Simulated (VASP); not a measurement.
# LiTeO3 (Pm-3m) in VASP: relaxation of cell and atoms with LDA

Aim: the relaxation of cell and atoms of LiTeO3 with LDA.

Everything below comes from runs of VASP 6.6.1. Logs are shortened: lines on timing, memory, paths and dates and some standing lists are left out, and cuts for length are marked.

## 1. The cell of the first run

The structure is cubic, space group Pm-3m (No. 221). Conventional cell: a = 3.720 Å, b = 3.720 Å, c = 3.720 Å, α = 90.00°, β = 90.00°, γ = 90.00°. Li (site symmetry m-3m) has 12 O at 2.63 Å and 8 Te at 3.22 Å within 3.5 Å. Within 2.5 Å of Te (site symmetry m-3m) lie 6 O at 1.86 Å. Within 2.5 Å of O (site symmetry 4/mmm) lie 2 Te at 1.86 Å.

## 2. Relaxation of cell and atoms, LDA

Contents of INCAR:

```
PREC = Accurate
ENCUT = 600
EDIFF = 1E-7
ISMEAR = -1
SIGMA = 0.1
LREAL = F
LASPH = T
NELM = 100
ALGO = Normal
ISIF = 3
LWAVE = F
LCHARG = F
IBRION = 2
NSW = 80
EDIFFG = -0.01
```

Contents of KPOINTS:

```
Automatic mesh
0
Gamma
  5 5 5
```

Contents of POSCAR:

```
LiTeO3
1.0
    3.7200000000      0.0000000000      0.0000000000
    0.0000000000      3.7200000000      0.0000000000
    0.0000000000      0.0000000000      3.7200000000
Li Te O
1 1 3
Direct
    0.0000000000      0.0000000000      0.0000000000
    0.5000000000      0.5000000000      0.5000000000
    0.5000000000      0.5000000000      0.0000000000
    0.0000000000      0.5000000000      0.5000000000
    0.5000000000      0.0000000000      0.5000000000
```

Potentials or basis: VASP PAW LDA potentials, release 64 (Li_sv, Te, O).

Started as:

```console
$ cat potpaw_LDA.64/Li_sv/POTCAR potpaw_LDA.64/Te/POTCAR potpaw_LDA.64/O/POTCAR > POTCAR
$ mpirun -np 1 vasp_std > vasp.out
```

OUTCAR:

```text
PREC = Accurate
   ENCUT = 600
   EDIFF = 1E-7
   ISMEAR = -1
   LREAL = F
   LASPH = T
   NELM = 100
   ISIF = 3
   IBRION = 2
   NSW = 80
   EDIFFG = -0.01

 ion  position               nearest neighbor table
   1  0.000  0.000  0.000-
   2  0.500  0.500  0.500-   3 1.86   4 1.86   5 1.86   3 1.86   5 1.86   4 1.86
   3  0.500  0.500  0.000-   2 1.86   2 1.86
   4  0.000  0.500  0.500-   2 1.86   2 1.86
   5  0.500  0.000  0.500-   2 1.86   2 1.86

  LATTYP: Found a simple cubic cell.
 ALAT       =     3.7200000000

  Lattice vectors:

 A1 = (   3.7200000000,   0.0000000000,   0.0000000000)
 A2 = (   0.0000000000,   3.7200000000,   0.0000000000)
 A3 = (   0.0000000000,   0.0000000000,   3.7200000000)

Analysis of symmetry for initial positions (statically):
=====================================================================
 Subroutine PRICEL returns:
 Original cell was already a primitive cell.

 Routine SETGRP: Setting up the symmetry group for a
 simple cubic supercell.

 Subroutine GETGRP returns: Found 48 space group operations
 (whereof 48 operations were pure point group operations)
 out of a pool of 48 trial point group operations.

The static configuration has the point symmetry O_h .

Analysis of symmetry for dynamics (positions and initial velocities):
=====================================================================
 Subroutine PRICEL returns:
 Original cell was already a primitive cell.

 Routine SETGRP: Setting up the symmetry group for a
 simple cubic supercell.

 Subroutine GETGRP returns: Found 48 space group operations
 (whereof 48 operations were pure point group operations)
 out of a pool of 48 trial point group operations.

The dynamic configuration has the point symmetry O_h .

 Subroutine INISYM returns: Found 48 space group operations
 (whereof 48 operations are pure point group operations),
 and found     1 'primitive' translations

----------------------------------------------------------------------------------------

                                     Primitive cell

  volume of cell :      51.4788

  direct lattice vectors                    reciprocal lattice vectors
     3.720000000  0.000000000  0.000000000     0.268817204  0.000000000  0.000000000
     0.000000000  3.720000000  0.000000000     0.000000000  0.268817204  0.000000000
     0.000000000  0.000000000  3.720000000     0.000000000  0.000000000  0.268817204

  length of vectors
     3.720000000  3.720000000  3.720000000     0.268817204  0.268817204  0.268817204
[... 57 lines left out ...]
   dimension x,y,z NGX =    30 NGY =   30 NGZ =   30
   dimension x,y,z NGXF=    60 NGYF=   60 NGZF=   60
   ions per type =               1   1   3
   NGX,Y,Z   is equivalent  to a cutoff of  13.41, 13.41, 13.41 a.u.
   NGXF,Y,Z  is equivalent  to a cutoff of  26.81, 26.81, 26.81 a.u.
 SYSTEM =  unknown system
   PREC   = accura    normal or accurate (medium, high low for compatibility)
   ISTART =      0    job   : 0-new  1-cont  2-samecut
   ICHARG =      2    charge: 1-file 2-atom 10-const
   ISPIN  =      1    spin polarized calculation?
   LNONCOLLINEAR =      F non collinear calculations
   LSORBIT =      F    spin-orbit coupling
   LASPH  =      T    aspherical Exc in radial PAW
   ENCUT  =  600.0 eV  44.10 Ry    6.64 a.u.   7.43  7.43  7.43*2*pi/ulx,y,z
   NELM   =    100;   NELMIN=  2; NELMDL= -5     # of ELM steps
   EDIFF  = 0.1E-06   stopping-criterion for ELM
   LREAL  =      F    real-space projection
   EDIFFG = -.1E-01   stopping-criterion for IOM
   NSW    =     80    number of steps for IOM
   IBRION =      2    ionic relax: 0-MD 1-quasi-New 2-CG
   NFREE  =      1    steps in history (QN), initial steepest desc. (CG)
   ISIF   =      3    stress and relaxation
   ISYM   =      2    0-nonsym 1-usesym 2-fastsym
   POTIM  = 0.5000    time-step for ionic-motion
   TEBEG  =    0.0;   TEEND  =   0.0 temperature during run
   PSTRESS=    0.0 pullay stress
   NELECT =      27.0000    total number of electrons
   NUPDOWN=      -1.0000    fix difference up-down
   EMIN   =  10.00;   EMAX   =-10.00  energy-range for DOS
   EFERMI =   0.00;   METHOD = LEGACY
   ISMEAR =    -1;   SIGMA  =   0.10  broadening in eV -4-tet -1-fermi 0-gaus
   EFERMI_NEDOS =   21; number of points for ismear=-14 and -15
   IALGO  =     38    algorithm
   IMIX   =      4    mixing-type and parameters
     AMIX     =   0.40;   BMIX     =  1.00
     AMIX_MAG =   1.60;   BMIX_MAG =  1.00
  volume/ion in A,a.u.               =      10.30        69.48
  Fermi-wavevector in a.u.,A,eV,Ry     =   1.320241  2.494893 23.715441  1.743036
  Thomas-Fermi vector in A             =   2.450081
   LORBIT       =      0    0 simple, 1 ext, 2 COOP (PROOUT), +10 PAW based schemes
   GGA     = CA    functional components
   LHFCALC =     F    Hartree Fock is set to
   AEXX    =    0.0000 exact exchange contribution
   IVDW    =     0    specifies the selected vdW correction
   LEPSILON=     F    determine dielectric tensor
   LRPA    =     F    only Hartree local field effects (RPA)
 conjugate gradient relaxation of ions
 non-spin polarized calculation
  energy-cutoff  :      600.00
  volume of cell :       51.48
 maximum number of plane-waves:      1743
 NGX is ok and might be reduce to    30
   NGX = 15   NGY = 15   NGZ = 15

--------------------------------------- Ionic step        1  -------------------------------------------

 number of electron      26.9999994 magnetization

 Free energy of the ion-electron system (eV)
  ---------------------------------------------------
  ext. energy  EPLUGINS =         0.00000000
  ---------------------------------------------------
  free energy    TOTEN  =       -27.05865833 eV

  energy without entropy =      -27.02209760  energy(sigma->0) =      -27.04037797

 E-fermi :  10.1333     XC(G=0): -11.1696

 val. band max:        9.9101253061   @ k =   0.4000   0.2000   0.0000
 cond. band min:      10.2058621248   @ k =   0.4000   0.2000   0.2000
 fundamental gap:      0.2957368187
 Fermi energy:        10.1333007249
[... 515 lines left out ...]
  FREE ENERGIE OF THE ION-ELECTRON SYSTEM (eV)
  ---------------------------------------------------
  free  energy   TOTEN  =       -28.6832699860 eV

  energy  without entropy=      -28.6411000787  energy(sigma->0) =      -28.66218503

[... ionic steps 4 to 16 ...]

--------------------------------------- Ionic step       17  -------------------------------------------

 number of electron      26.9999971 magnetization

------------------------ aborting loop because EDIFF is reached ----------------------------------------
[... 73 lines left out ...]
--------------------------------------- Ionic step       19  -------------------------------------------

 number of electron      26.9999971 magnetization

 Free energy of the ion-electron system (eV)
  ---------------------------------------------------
  ext. energy  EPLUGINS =         0.00000000
  ---------------------------------------------------
  free energy    TOTEN  =       -28.68581539 eV

  energy without entropy =      -28.64401382  energy(sigma->0) =      -28.66491461

 E-fermi :   5.3821     XC(G=0): -10.2170

 val. band max:        5.2072107543   @ k =   0.4000   0.2000   0.0000
 cond. band min:       5.4317849462   @ k =   0.4000   0.2000   0.2000
 fundamental gap:      0.2245741919
 Fermi energy:         5.3820748855
[... 230 lines left out ...]
  FREE ENERGIE OF THE ION-ELECTRON SYSTEM (eV)
  ---------------------------------------------------
  free  energy   TOTEN  =       -28.6858153877 eV

  energy  without entropy=      -28.6440138228  energy(sigma->0) =      -28.66491461

 reached required accuracy - stopping structural energy minimisation
```

OSZICAR:

```text
N       E                     dE             d eps       ncg     rms          rms(c)
DAV:   1     0.194310241028E+03    0.19431E+03   -0.14877E+04   340   0.168E+03
DAV:   2    -0.208877281742E+02   -0.21520E+03   -0.21235E+03   456   0.337E+02
DAV:   3    -0.316414814820E+02   -0.10754E+02   -0.10572E+02   434   0.826E+01
[... 121 lines left out ...]
DAV:   1    -0.286858499462E+02   -0.60112E-04   -0.76273E-04   427   0.250E-01    0.778E-02
DAV:   2    -0.286858175397E+02    0.32407E-04   -0.18404E-04   410   0.100E-01    0.214E-02
DAV:   3    -0.286858159659E+02    0.15738E-05   -0.50598E-06   415   0.189E-02    0.744E-03
DAV:   4    -0.286858154429E+02    0.52302E-06   -0.89657E-07   486   0.566E-03    0.910E-03
DAV:   5    -0.286858153877E+02    0.55166E-07   -0.12004E-07   339   0.259E-03
  19 F= -.28685815E+02 E0= -.28664915E+02  d E =-.663479E-04
```

Run time: 42 s. Hardware: 1 thread of AMD EPYC 9R45 (Zen 5), shared host; peak memory 0.13 GiB.

Results:

```yaml
Free_energy: -28.6858 eV
Relaxed_volume: 12.64 Å³/atom
Relaxed_cell: a = 3.984 Å, b = 3.984 Å, c = 3.984 Å, α = 90.00°, β = 90.00°, γ = 90.00°
Space_group_after_relaxing_to_0.1_Å: Pm-3m (No. 221)
Energy_gained_by_relaxing: 325.4 meV/atom
Ionic_steps: 19
Pressure_after_relaxing: 0.1 GPa
Band_gap_on_the_k_mesh: zero (an odd number of electrons rules out a gap without spin polarisation)
```

Step by step:
| step | energy change (eV) | largest force (eV/Å) | pressure (GPa) | volume (Å³) |
| --- | --- | --- | --- | --- |
| 1 | 0.0000 | 0.0000 | 53.71 | 51.48 |
| 2 | 0.0117 | 0.0000 | -21.71 | 81.71 |
| 3 | -1.6246 | 0.0000 | -1.42 | 63.82 |
| 4 | -1.6270 | 0.0000 | -0.38 | 63.40 |
| 5 | -1.6271 | 0.0000 | 0.26 | 63.15 |
| 6 | -1.6271 | 0.0000 | 0.26 | 63.15 |
| 7 | -1.6271 | 0.0000 | 0.25 | 63.15 |
| 8 | -1.6271 | 0.0000 | 0.25 | 63.15 |
| 9 | -1.6271 | 0.0000 | 0.25 | 63.15 |
| 10 | -1.6271 | 0.0000 | 0.25 | 63.15 |
| 11 | -1.6271 | 0.0000 | 0.25 | 63.15 |
| 12 | -1.6271 | 0.0000 | 0.25 | 63.15 |
| 13 | -1.6271 | 0.0000 | 0.25 | 63.15 |
| 14 | -1.6271 | 0.0000 | 0.25 | 63.15 |
| 15 | -1.6271 | 0.0000 | 0.24 | 63.16 |
| 16 | -1.6271 | 0.0000 | 0.23 | 63.16 |
| 17 | -1.6271 | 0.0000 | 0.21 | 63.17 |
| 18 | -1.6271 | 0.0000 | 0.17 | 63.18 |
| 19 | -1.6272 | 0.0000 | 0.09 | 63.21 |

Final structure:
```cif
data_structure
_symmetry_space_group_name_H-M 'P 1'
_symmetry_Int_Tables_number 1
_cell_length_a 3.9836
_cell_length_b 3.9836
_cell_length_c 3.9836
_cell_angle_alpha 90.000
_cell_angle_beta 90.000
_cell_angle_gamma 90.000
_cell_volume 63.21
loop_
_atom_site_label
_atom_site_type_symbol
_atom_site_fract_x
_atom_site_fract_y
_atom_site_fract_z
_atom_site_occupancy
Li1 Li 0.00000 0.00000 0.00000 1
Te1 Te 0.50000 0.50000 0.50000 1
O1 O 0.50000 0.50000 0.00000 1
O2 O 0.00000 0.50000 0.50000 1
O3 O 0.50000 0.00000 0.50000 1
```

Caveat: the cutoff is under 1.25 times the usual one of these potentials, so pressure, stress and relaxed cells hold a basis-set (Pulay) error; the volume moved by over 15 % at a fixed basis, so the end points are rough; spin-orbit coupling is left out, which moves the levels of the heavy elements; an odd number of electrons without spin polarisation forces a metal; a magnetic or distorted state may lie lower.
